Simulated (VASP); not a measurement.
# HfO2: single point with r2SCAN

Crystal: HfO2.

```
Hf O
1.0
     0.00000    2.65562    2.40270
     2.65562    0.00000    2.40270
     2.65562    2.65562    0.00000
Hf O
1 2
Direct
  0.00000 0.00000 0.00000
  0.25000 0.25000 0.25000
  0.75000 0.75000 0.75000
```

This cell differs from its parent crystal: strain +0.050 along x and y, -0.050 along z.

- Program: VASP 6.6.1
- Task: single point
- Functional: r2SCAN
- Potentials or basis: VASP PAW PBE potentials, release 64 (Hf_pv, O)
- Cutoff: 520 eV
- k mesh: 8 × 8 × 8
- Occupations: gaussian, width 0.05 eV
- Spin: no spin polarisation
- Dipole correction: no
- Further INCAR settings: ALGO = Normal; EDIFF = 1e-07; NBANDS = 18

The pressure is -14.3 GPa. The band gap on the k mesh is 2.93 eV (least direct gap 3.20 eV).

Stress tensor (GPa, compression positive):
```
-29.98   0.00   0.00
  0.00 -29.98   0.00
  0.00   0.00  17.07
```

Levels at points of the mesh, in eV from the valence-band top:
```csv
k point,band 9,band 10,band 11,band 12,band 13,band 14
"(0.00, 0.00, 0.00)",-1.86,-1.86,-0.46,2.93,3.35,5.78
"(0.50, 0.00, 0.00)",-3.55,-2.72,-2.51,3.90,4.28,6.05
"(0.50, 0.50, 0.00)",-2.53,-2.53,0.00,3.20,4.95,6.76
"(0.50, 0.00, 0.50)",-2.99,-1.19,-1.09,3.03,5.14,5.43
```

Wall time 2.2 min on 1 thread of Intel(R) Xeon(R) Platinum 8488C (Sapphire Rapids) (shared host), peak memory 0.19 GiB.

Caveat: the cell differs from its parent crystal (strain +0.050 along x and y, -0.050 along z); the stress differs along the axes, from -30 to 17 GPa; the PAW data sets were made with another functional, which shifts forces and pressure a little; spin-orbit coupling is left out, which moves the levels of the heavy elements. A k mesh can miss the band edges.
